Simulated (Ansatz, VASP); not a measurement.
**ZnO in VASP and in Ansatz**

The input POSCAR:

```
ZnO
1.0
    0.0000000000      2.1337703963      2.1337703963
    2.1337703963      0.0000000000      2.1337703963
    2.1337703963      2.1337703963      0.0000000000
Zn O
1 1
Direct
    0.0000000000      0.0000000000      0.0000000000
    0.5000000000      0.5000000000      0.5000000000
```

The input INCAR.step1:

```
SYSTEM = ZnO
ALGO = Normal ; EDIFF = 1E-5
ENCUT = 520 ; GGA = PE
ISIF = 2 ; ISMEAR = 0
LASPH = .True. ; LCHARG = .False.
LREAL = .False. ; LWAVE = .True.
NBANDS = 16 ; NELM = 80
PREC = Accurate ; SIGMA = 0.01
```

Contents of INCAR.step2:

```
SYSTEM = ZnO
AEXX = 0.2 ; ALGO = Normal
EDIFF = 1E-6 ; ENCUT = 520
GGA = PE ; ISIF = 2
ISMEAR = 0 ; ISTART = 1
LASPH = .True. ; LCHARG = .False.
LHFCALC = .True. ; LREAL = .False.
LWAVE = .False. ; NBANDS = 16
NELM = 80 ; PREC = Accurate
PRECFOCK = Normal ; SIGMA = 0.01
```

File KPOINTS:

```
k-points
0
Gamma
  4 4 4
  0 0 0
```

Input for Ansatz:

```yaml
crystal:
  lattice:
    - [0.0, 2.1337703963, 2.1337703963]
    - [2.1337703963, 0.0, 2.1337703963]
    - [2.1337703963, 2.1337703963, 0.0]
  atoms:
    - { symbol: Zn, position: [0.0, 0.0, 0.0] }
    - { symbol: O, position: [0.5, 0.5, 0.5] }
kpoints:
  mp_grid: { grid: [4, 4, 4] }
hamiltonian:
  xc: { exchange: pbe, correlation: pbe, exx: { coeff: 0.2 } }
scf:
  occupations: { method: fixed }
  n_extra_bands: 4
output:
  forces: true
  stress: true
  eigenvalues: true
```

Alike in both runs: task single point; functional PBE-based global hybrid with a share of 0.2 of exact exchange; k mesh 4 × 4 × 4; no spin polarisation.

|  | VASP | Ansatz |
| --- | --- | --- |
| version | VASP 6.6.1 | Ansatz 0.2.0 |
| potentials or method | VASP PAW PBE potentials, release 64 (Zn, O) | plane waves |
| plane-wave cutoff (eV) | 520 | 420 |
| occupations | gaussian, width 0.01 eV | fixed |
| valence electrons in the cell | 18 | 18 |

```csv
,VASP,Ansatz,Ansatz less VASP
gap on the k mesh at the Fermi level (eV),2.95,2.97,+0.013
pressure (GPa),3.4,2.1,-1.25
```

VASP's potentials were made for PBE, not for PBE-based global hybrid. Ansatz's warnings: stress exchange threshold loose, stress scf threshold loose.

The k mesh is coarse, so the values compare programs but aren't converged.
